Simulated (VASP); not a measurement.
Input of a VASP 6.6.1 run:

File INCAR:

```
SYSTEM = CsSnI3
ALGO = Normal
EDIFF = 1E-7
EDIFFG = -0.01
ENCUT = 600
GGA = VW
IBRION = 2
ISIF = 3
ISMEAR = -1
LASPH = .True.
LCHARG = .False.
LREAL = .False.
LWAVE = .False.
NELM = 100
NSW = 60
PREC = Accurate
SIGMA = 0.05
```

The input KPOINTS:

```
k-points
0
Gamma
  5 5 5
  0 0 0
```

POSCAR

```
CsSnI3
1.0
    6.2057000000      0.0000000000      0.0000000000
    0.0000000000      6.2057000000      0.0000000000
    0.0000000000      0.0000000000      6.2057000000
Cs I Sn
1 3 1
Direct
    0.0000000000      0.0000000000      0.0000000000
    0.5000000000      0.5000000000      0.0000000000
    0.5000000000      0.0000000000      0.5000000000
    0.0000000000      0.5000000000      0.5000000000
    0.5000000000      0.5000000000      0.5000000000
```

Potentials or basis: VASP PAW PBE potentials, release 64 (Cs_sv, I, Sn_d).

Launch:

```sh
$ cat potpaw_PBE.64/Cs_sv/POTCAR potpaw_PBE.64/I/POTCAR potpaw_PBE.64/Sn_d/POTCAR > POTCAR
$ mpirun -np 1 vasp_std > vasp.out
```

Q: What does it give for the band gap on the k mesh?

A: 1.67 eV, direct.

Q: Estimate the relaxed cell.

A: a = 6.023 Å, b = 6.023 Å, c = 6.023 Å, α = 90.00°, β = 90.00°, γ = 90.00°.

Q: Predict the relaxed volume.

A: 43.70 Å³/atom.

Q: Estimate the space group after relaxing (to 0.05 Å).

A: Pm-3m (No. 221).

Final structure:
```xyz
5
Lattice="6.0229 0.0000 0.0000 0.0000 6.0229 0.0000 0.0000 0.0000 6.0229" Properties=species:S:1:pos:R:3 pbc="T T T"
Cs    0.0000    0.0000    0.0000
I     3.0114    3.0114    0.0000
I     3.0114    0.0000    3.0114
I     0.0000    3.0114    3.0114
Sn    3.0114    3.0114    3.0114
```

Caveat: the PAW data sets were made with another functional, which shifts forces and pressure a little; spin-orbit coupling is left out, which moves the levels of the heavy elements. A k mesh can miss the band edges.
